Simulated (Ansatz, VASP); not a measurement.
# Ni: VASP beside Ansatz

```xyz
2
Lattice="0.0000 1.8075 1.8075 1.8075 0.0000 1.8075 3.6150 3.6150 0.0000" Properties=species:S:1:pos:R:3 pbc="T T T"
Ni    0.0000    0.0000    0.0000
Ni    1.8075    1.8075    0.0000
```

Alike in both runs: task single point; functional PBE; k mesh 14 × 14 × 7; occupations fermi-dirac, width 0.1 eV; collinear spin.

```csv
,VASP,Ansatz
version,VASP 6.6.1,Ansatz 0.2.0
potentials or method,"VASP PAW PBE potentials, release 64 (Ni), cutoff 520 eV","PAW, plane waves, scalar-relativistic"
valence electrons in the cell,20,36
```

|  | VASP | Ansatz | Ansatz less VASP |
| --- | --- | --- | --- |
| pressure (GPa) | -12.6 | -12.7 | -0.16 |
| net moment per atom (μB) | 0.64 | 0.66 | +0.020 |
| size of the moment on the site where the two differ most (μB) | 0.66 | 0.70 | +0.042 |

Site moments also hang on the region over which each program counts them. VASP's potentials hold 20 valence electrons a cell and Ansatz's 36, so a difference there can come from the potentials and not from the codes.
